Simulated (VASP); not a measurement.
Here is a VASP 6.6.1 calculation.

The input POSCAR:

```
Au
1.0
    0.0000000000      2.0615246536      2.0615246536
    2.0615246536      0.0000000000      2.0615246536
    2.0615246536      2.0615246536      0.0000000000
Au
1
Direct
    0.0000000000      0.0000000000      0.0000000000
```

Contents of INCAR.step1:

```
PREC = Accurate
ENCUT = 520
ISMEAR = 0
SIGMA = 0.01
LREAL = False
LASPH = True
NELM = 100
NBANDS = 12
GGA = PE
ALGO = Normal
EDIFF = 1E-4
LWAVE = True
LCHARG = False
```

INCAR.step2

```
PREC = Accurate
ENCUT = 520
EDIFF = 1E-7
ISMEAR = 0
SIGMA = 0.01
LREAL = False
LASPH = True
NELM = 100
ALGO = Normal
ISIF = 2
LWAVE = False
LCHARG = False
METAGGA = R2SCAN
LMIXTAU = True
NBANDS = 12
ISTART = 1
```

Contents of KPOINTS:

```
Automatic mesh
0
Gamma
  13 13 13
```

Potentials or basis: VASP PAW PBE potentials, release 64 (Au).

Command:

```console
$ cat potpaw_PBE.64/Au/POTCAR > POTCAR
$ cp INCAR.step1 INCAR
$ mpirun -np 1 vasp_std > vasp.out
$ cp INCAR.step2 INCAR
$ mpirun -np 1 vasp_std > vasp.out
```

**Question.** Estimate the pressure.

**Answer.** 0.1 GPa.

Caveat: the PAW data sets were made with another functional, which shifts forces and pressure a little.
